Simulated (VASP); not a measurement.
Runs of VASP 6.6.1 on Ti. The structure is that of space group Pm-3m (No. 221), or close to it. The cells are those of the table. This isn't the form of Ti at room conditions, which is hcp.

```csv
cell,gap on the mesh (eV),pressure (GPa)
"a = 2.622 Å, 1 atom",none,1.6
"a = 2.586 Å, 1 atom",none,(a)
"a = 2.692 Å, 1 atom",none,-4.2
"a = 2.604 Å, 1 atom",none,3.4
```

Alike in all rows: task single point; level PBE; potentials or basis VASP PAW PBE potentials, release 64 (Ti_sv); no spin polarisation; k mesh 41 × 41 × 41; cutoff (eV) 520; smearing fermi-dirac 0.0612256 eV.

Task: Estimate the missing entries.

Result: (a) 5.3.

Caveats: the cell stands under pressure (at least some runs); the cell stands under tension (at least some runs).

A gap of «none» marks levels without a gap at the run's occupations.
